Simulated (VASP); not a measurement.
# SnO (P4/nmm) in VASP: further runs, part 2 of 2

VASP 6.6.1. Earlier steps stand in the parts before.

## (3) Single point, PBEsol

This run uses another cell than the first one, of 18.05 Å³/atom.

INCAR

```
PREC     = Accurate       # precision mode
ENCUT    = 520            # plane-wave cutoff, eV
EDIFF    = 1E-7           # SCF threshold, eV
ISMEAR   = 0              # smearing method
SIGMA    = 0.15           # smearing width, eV
LREAL    = F              # projectors in reciprocal space
LASPH    = T              # aspherical terms in the spheres
NELM     = 80             # most SCF steps
ALGO     = Normal         # electronic algorithm
ISIF     = 2              # what is computed and relaxed
LWAVE    = F              # write WAVECAR
LCHARG   = F              # write CHGCAR
GGA      = PS             # functional
NBANDS   = 28             # bands
```

KPOINTS

```
regular mesh
0
Gamma
  10 10 8
```

POSCAR

```
SnO
1.0
    3.8042540618      0.0000000000      0.0000000000
    0.0000000000      3.8042540618      0.0000000000
    0.0000000000      0.0000000000      4.9881000000
Sn O
2 2
Direct
    0.0000000000      0.5000000000      0.2424656060
    0.5000000000      0.0000000000      0.7575343940
    0.0000000000      0.0000000000      0.0000000000
    0.5000000000      0.5000000000      0.0000000000
```

Potentials or basis: VASP PAW PBE potentials, release 64 (Sn_d, O).

Run with:

```
$ cat potpaw_PBE.64/Sn_d/POTCAR potpaw_PBE.64/O/POTCAR > POTCAR
$ mpirun -np 1 vasp_std > vasp.out
```

OUTCAR:

```text
PREC = Accurate
   ENCUT = 520
   EDIFF = 1E-7
   ISMEAR = 0
   LREAL = F
   LASPH = T
   NELM = 80
   ISIF = 2
   GGA = PS

 ion  position               nearest neighbor table
   1  0.000  0.500  0.242-   3 2.25   4 2.25   3 2.25   4 2.25   2 3.62   2 3.62   2 3.62   2 3.62
                             2 3.72   2 3.72   2 3.72   2 3.72
   2  0.500  0.000  0.758-   3 2.25   4 2.25   4 2.25   3 2.25   1 3.62   1 3.62   1 3.62   1 3.62
                             1 3.72   1 3.72   1 3.72   1 3.72
   3  0.000  0.000  0.000-   1 2.25   2 2.25   1 2.25   2 2.25
[... 949 lines left out ...]
  --------------------------------------------------------------------------------------
  -------------------------------------------------------------------------------------
  Total       -1.1320670     -1.1320670     -2.4437158      0.0000000     -0.0000000      0.0000000
  in kB      -25.1251435    -25.1251435    -54.2359311      0.0000000     -0.0000000      0.0000000
  external PRESSURE =     -34.8287394 kB  Pullay stress =       0.0000000 kB

 VOLUME and BASIS-vectors are now :
 -----------------------------------------------------------------------------
  energy-cutoff  :      520.00
  volume of cell :       72.19
      direct lattice vectors                 reciprocal lattice vectors
     3.804254062  0.000000000  0.000000000     0.262863622  0.000000000  0.000000000
     0.000000000  3.804254062  0.000000000     0.000000000  0.262863622  0.000000000
     0.000000000  0.000000000  4.988100000     0.000000000  0.000000000  0.200477136

 POSITION                                       TOTAL-FORCE (eV/Angst)
 -----------------------------------------------------------------------------------
      0.00000      1.90213      1.20944         0.000000      0.000000     -0.806159
      1.90213      0.00000      3.77866        -0.000000      0.000000      0.806159
      0.00000      0.00000      0.00000         0.000000      0.000000     -0.000000
      1.90213      1.90213      0.00000         0.000000     -0.000000     -0.000000
 -----------------------------------------------------------------------------------
    total drift:                                0.000000      0.000000      0.000000

  FREE ENERGIE OF THE ION-ELECTRON SYSTEM (eV)
  ---------------------------------------------------
  free  energy   TOTEN  =       -24.1628881909 eV

  energy  without entropy=      -24.1614114864  energy(sigma->0) =      -24.16214984
```

Run time: 3.7 min. Hardware: 1 thread of Intel Xeon 8259CL, shared host; peak memory 0.29 GiB.

What came out:

* Free energy: -24.1629 eV
* Pressure: -3.5 GPa
* Largest force: 0.806 eV/Å
* Band gap on the k mesh: zero (bands 20 and 21 overlap by 0.14 eV)

Forces in eV/Å, atoms in the order of the input:
```
Sn   0.000  0.000 -0.806
Sn   0.000  0.000  0.806
O    0.000  0.000  0.000
O    0.000  0.000  0.000
```

Stress tensor (GPa, compression positive):
```
-2.51  0.00  0.00
 0.00 -2.51  0.00
 0.00  0.00 -5.42
```

Levels at points of the mesh, in eV from the Fermi level:
| k point | band 18 | band 19 | band 20 | band 21 | band 22 | band 23 |
| --- | --- | --- | --- | --- | --- | --- |
| (0.00, 0.00, 0.00) | -2.88 | -2.88 | -0.02 | 1.99 | 4.21 | 4.45 |
| (0.50, 0.00, 0.00) | -4.57 | -2.84 | -2.84 | 2.86 | 2.86 | 5.67 |
| (0.50, 0.50, 0.00) | -2.25 | -2.09 | -2.09 | -0.16 | -0.16 | 4.07 |
| (0.00, 0.00, 0.50) | -2.90 | -2.90 | -2.44 | 1.81 | 2.81 | 2.81 |
| (0.50, 0.00, 0.50) | -4.54 | -1.87 | -1.87 | 2.27 | 2.27 | 5.24 |
| (0.50, 0.50, 0.50) | -2.80 | -2.25 | -2.25 | 2.07 | 2.07 | 3.64 |

Caveat: the cell stands under tension; semilocal functionals underestimate gaps, so a narrow gap can read as zero; the PAW data sets were made with another functional, which shifts forces and pressure a little; spin-orbit coupling is left out, which moves the levels of the heavy elements.

## (4) Single point, PBEsol

This run uses another cell than the first one, of 17.19 Å³/atom.

INCAR

```
PREC = Accurate
ENCUT = 520
EDIFF = 1E-7
ISMEAR = 0
SIGMA = 0.15
LREAL = F
LASPH = T
NELM = 100
ALGO = Normal
ISIF = 2
LWAVE = F
LCHARG = F
GGA = PS
NBANDS = 28
```

KPOINTS

```
Automatic mesh
0
Gamma
  10 10 8
```

Changes to POSCAR since step 3:

```diff
@@ -4,3 +4,3 @@
     0.0000000000      3.8042540618      0.0000000000
-    0.0000000000      0.0000000000      4.9881000000
+    0.0000000000      0.0000000000      4.7505758764
 Sn O
```

Run with:

```
$ cat potpaw_PBE.64/Sn_d/POTCAR potpaw_PBE.64/O/POTCAR > POTCAR
$ mpirun -np 1 vasp_std > vasp.out
```

It took 3.6 min on 1 thread of Intel Xeon 8259CL, shared host; peak memory 0.29 GiB.

The run converged. Its results:

```
Free energy            : -24.2152 eV
Pressure               : 0.3 GPa
Largest force          : 0.104 eV/Å
Band gap on the k mesh : zero (bands 20 and 21 overlap by 0.10 eV)
```

Forces in eV/Å, atoms in the order of the input:
```
Sn   0.000  0.000  0.104
Sn   0.000  0.000 -0.104
O    0.000  0.000  0.000
O    0.000  0.000  0.000
```

Levels at points of the mesh, in eV from the Fermi level:
| k point | band 16 | band 17 | band 18 | band 19 | band 20 | band 21 | band 22 | band 23 | band 24 | band 25 |
| --- | --- | --- | --- | --- | --- | --- | --- | --- | --- | --- |
| (0.00, 0.00, 0.00) | -6.44 | -3.58 | -3.28 | -3.28 | -0.09 | 2.04 | 4.43 | 4.48 | 4.48 | 5.70 |
| (0.50, 0.00, 0.00) | -5.13 | -4.99 | -4.99 | -2.86 | -2.86 | 3.17 | 3.17 | 5.77 | 5.77 | 5.99 |
| (0.50, 0.50, 0.00) | -5.25 | -2.61 | -2.61 | -1.97 | -1.97 | -0.17 | -0.17 | 4.33 | 4.33 | 7.35 |
| (0.00, 0.00, 0.50) | -3.67 | -3.30 | -3.30 | -3.08 | -2.29 | 1.50 | 2.70 | 2.70 | 3.48 | 7.95 |
| (0.50, 0.00, 0.50) | -5.65 | -4.94 | -4.94 | -1.82 | -1.82 | 2.56 | 2.56 | 5.22 | 5.22 | 6.65 |
| (0.50, 0.50, 0.50) | -5.78 | -2.87 | -2.87 | -2.61 | -2.61 | 2.20 | 2.20 | 4.07 | 4.07 | 5.51 |

Caveat: semilocal functionals underestimate gaps, so a narrow gap can read as zero; the PAW data sets were made with another functional, which shifts forces and pressure a little; spin-orbit coupling is left out, which moves the levels of the heavy elements.

## (5) Single point, PBEsol

This run uses another cell than the first one, of 17.49 Å³/atom.

INCAR

```
SYSTEM = SnO
ALGO     = Normal         ! electronic algorithm
EDIFF    = 1E-6           ! SCF threshold, eV
ENCUT    = 520            ! plane-wave cutoff, eV
GGA      = PS             ! functional
ISIF     = 2              ! what is computed and relaxed
ISMEAR   = 0              ! smearing method
LASPH    = .True.         ! aspherical terms in the spheres
LCHARG   = .True.         ! write CHGCAR
LELF     = .True.         ! ELF
LREAL    = .False.        ! projectors in reciprocal space
LVHAR    = .True.       
LWAVE    = .False.        ! write WAVECAR
NBANDS   = 28             ! bands
NELM     = 80             ! most SCF steps
PREC     = Accurate       ! precision mode
SIGMA    = 0.15           ! smearing width, eV
```

KPOINTS

```
k-points
0
Gamma
  10 10 8
  0 0 0
```

POSCAR

```
SnO
1.0
    3.9374000000      0.0000000000      0.0000000000
    0.0000000000      3.9374000000      0.0000000000
    0.0000000000      0.0000000000      4.5130000000
Sn O
2 2
Direct
    0.0000000000      0.5000000000      0.2424656060
    0.5000000000      0.0000000000      0.7575343940
    0.0000000000      0.0000000000      0.0000000000
    0.5000000000      0.5000000000      0.0000000000
```

Run with:

```
$ cat potpaw_PBE.64/Sn_d/POTCAR potpaw_PBE.64/O/POTCAR > POTCAR
$ mpirun -np 1 vasp_std > vasp.out
```

It took 4.6 min on 1 thread of Intel Xeon 8259CL, shared host; peak memory 0.29 GiB.

The run converged. Its results:

```
Free energy            : -24.1291 eV
Pressure               : -2.6 GPa
Largest force          : 0.147 eV/Å
Band gap on the k mesh : 0.38 eV (least direct gap 1.66 eV)
```

Forces on the atoms (eV/Å):
```
Sn   0.000  0.000  0.147
Sn   0.000  0.000 -0.147
O    0.000  0.000  0.000
O    0.000  0.000  0.000
```

Stress tensor (GPa, compression positive):
```
-4.57  0.00  0.00
 0.00 -4.57  0.00
 0.00  0.00  1.42
```

Levels at points of the mesh, in eV from the valence-band top:
| k point | band 16 | band 17 | band 18 | band 19 | band 20 | band 21 | band 22 | band 23 | band 24 | band 25 |
| --- | --- | --- | --- | --- | --- | --- | --- | --- | --- | --- |
| (0.00, 0.00, 0.00) | -5.85 | -2.92 | -2.92 | -2.90 | -0.12 | 2.25 | 4.78 | 4.78 | 5.20 | 6.42 |
| (0.50, 0.00, 0.00) | -4.49 | -4.26 | -4.26 | -2.08 | -2.08 | 3.72 | 3.72 | 5.97 | 5.97 | 6.27 |
| (0.50, 0.50, 0.00) | -4.34 | -2.24 | -2.24 | -1.28 | -1.28 | 0.38 | 0.38 | 5.21 | 5.21 | 8.04 |
| (0.00, 0.00, 0.50) | -3.04 | -2.93 | -2.93 | -2.61 | -1.20 | 1.40 | 2.97 | 2.97 | 3.31 | 8.58 |
| (0.50, 0.00, 0.50) | -5.02 | -4.41 | -4.41 | -1.12 | -1.12 | 3.09 | 3.09 | 5.34 | 5.34 | 6.89 |
| (0.50, 0.50, 0.50) | -5.01 | -2.42 | -2.42 | -2.24 | -2.24 | 2.96 | 2.96 | 4.76 | 4.76 | 5.60 |

Caveat: the PAW data sets were made with another functional, which shifts forces and pressure a little; spin-orbit coupling is left out, which moves the levels of the heavy elements. A k mesh can miss the band edges.

## (6) Summary

| cell | gap on the mesh (eV) | pressure (GPa) | largest force (eV/Å) |
| --- | --- | --- | --- |
| a = 3.804, b = 3.804, c = 4.869 Å, 4 atoms | none | -1.7 | 0.35 |
| a = 3.804, b = 3.804, c = 4.988 Å, 4 atoms | none | -3.5 | 0.81 |
| a = 3.804, b = 3.804, c = 4.751 Å, 4 atoms | none | 0.3 | 0.10 |
| a = 3.937, b = 3.937, c = 4.513 Å, 4 atoms | 0.38 | -2.6 | 0.15 |

Alike in all rows: task single point; level PBEsol; potentials or basis VASP PAW PBE potentials, release 64 (Sn_d, O); no spin polarisation; k mesh 10 × 10 × 8; cutoff (eV) 520; smearing gaussian 0.15 eV.

Caveats: the PAW data sets were made with another functional, which shifts forces and pressure a little; spin-orbit coupling is left out, which moves the levels of the heavy elements; semilocal functionals underestimate gaps, so a narrow gap can read as zero (at least some runs); the cell stands under tension (at least some runs).

Total energies depend on the potentials used, so only differences within one code and one set of settings carry meaning.
